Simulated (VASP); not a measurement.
Runs of VASP 6.6.1 on ZrO2 (Cubic zirconia). The structure is that of space group Fm-3m (No. 225), or close to it. The cells are those of the table. 

| cell | gap on the mesh (eV) | pressure (GPa) |
| --- | --- | --- |
| a = 3.520 Å, angles 60.0°, 3 atoms | 3.53 | 23.1 |
| a = 3.678 Å, angles 60.0°, 3 atoms | 3.17 | (a) |
| a = 3.553 Å, angles 60.0°, 3 atoms | (b) | 14.4 |
| a = 3.487 Å, angles 60.0°, 3 atoms | 3.61 | 33.1 |
| a = 3.617 Å, angles 60.0°, 3 atoms | 3.31 | 0.2 |
| a = 3.648 Å, angles 60.0°, 3 atoms | 3.24 | -5.5 |

Alike in all rows: task single point; level PBE; potentials or basis VASP PAW PBE potentials, release 64 (Zr_sv, O); no spin polarisation; k mesh 6 × 6 × 6; cutoff (eV) 600; smearing gaussian 0.01 eV.

Problem. Fill in the values left out.

Solution. (a) -10.5; (b) 3.46.

A k mesh can miss the band edges, and the runs leave out spin-orbit coupling on Zr.
